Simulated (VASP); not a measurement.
Input of a VASP 6.6.1 run:

Contents of INCAR:

```
SYSTEM = SiB5C
PREC = Accurate ; ENCUT = 600
EDIFF = 1E-6 ; ISMEAR = 0
SIGMA = 0.2 ; LREAL = .False.
LASPH = .True. ; NELM = 120
ALGO = Normal ; ISIF = 2
LWAVE = .False. ; LCHARG = .True.
GGA = PE ; LELF = .True.
LVHAR = .True. ; NBANDS = 20
GGA_COMPAT = .False.
```

Contents of KPOINTS:

```
Automatic mesh
0
Gamma
  4 4 4
  0 0 0
```

File POSCAR:

```
SiB5C
1.0
    0.0000000000      3.0331578674      3.1195763539
    3.0333119404      0.0000000000      3.1195763539
    3.0333119404      3.0331578674      0.0000000000
Si B C
1 5 1
Direct
    0.7922336494      0.7922336494      0.2077663506
    0.2729907041      0.2729629461      0.4303114579
    0.2729629461      0.2729907041      0.0237348919
    0.5696885421      0.9762651081      0.7270092959
    0.9762651081      0.5696885421      0.7270370539
    0.4701439097      0.4701439097      0.5298560903
    0.0974818104      0.0974818104      0.9025181896
```

Potentials or basis: VASP PAW PBE potentials, release 64 (Si, B, C).

Run with:

```bash
$ cat potpaw_PBE.64/Si/POTCAR potpaw_PBE.64/B/POTCAR potpaw_PBE.64/C/POTCAR > POTCAR
$ mpirun -np 1 vasp_std > vasp.out
```

Estimate the pressure.

-0.3 GPa.

What does it give for the band gap on the k mesh?

Zero (an odd number of electrons rules out a gap without spin polarisation).

Predict the largest force.

0.017 eV/Å.

Forces in eV/Å, atoms in the order of the input:
```
Si   0.000  0.000 -0.001
B   -0.011 -0.012 -0.005
B    0.011  0.012 -0.005
B   -0.011  0.012 -0.005
B    0.011 -0.012 -0.005
B    0.000  0.000  0.016
C    0.000  0.000  0.004
```

Caveat: the k points lie up to 0.44 Å⁻¹ apart, too coarse for converged energies and pressures of a metal.
